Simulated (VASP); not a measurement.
ZrRh3, 4 atoms in the cell. Symmetry: Pm-3m, No. 221, cubic system. The conventional cell has a = 3.930 Å, b = 3.930 Å, c = 3.930 Å, α = 90.00°, β = 90.00°, γ = 90.00°. Within 3.7 Å of Zr (site symmetry m-3m) lie 12 Rh at 2.78 Å. Within 3.7 Å of Rh (site symmetry 4/mmm) lie 4 Zr at 2.78 Å and 8 Rh at 2.78 Å. 

| Item | Value |
| --- | --- |
| Program | VASP 6.6.1 |
| Task | single point |
| Functional | r2SCAN |
| Potentials or basis | VASP PAW PBE potentials, release 64 (Zr_sv, Rh_pv) |
| Cutoff | 520 eV |
| k mesh | 12 × 12 × 12 |
| Occupations | gaussian, width 0.1 eV |
| Spin | no spin polarisation |
| Dipole correction | no |
| Further INCAR settings | ALGO = Normal; EDIFF = 1e-06; NBANDS = 36 |

Potentials or basis: VASP PAW PBE potentials, release 64 (Zr_sv, Rh_pv).

Launch:

```console
$ cat potpaw_PBE.64/Zr_sv/POTCAR potpaw_PBE.64/Rh_pv/POTCAR > POTCAR
$ cp INCAR.step1 INCAR
$ mpirun -np 1 vasp_std > vasp.out
$ cp INCAR.step2 INCAR
$ mpirun -np 1 vasp_std > vasp.out
```

Hardware: 1 thread of Intel(R) Xeon(R) 6975P-C (Granite Rapids) (shared host).

How long does it take, and how much memory?

Wall time 4.1 min on 1 thread of Intel(R) Xeon(R) 6975P-C (Granite Rapids), with other jobs on the host, peak memory 0.28 GiB. Counts: k points 84.
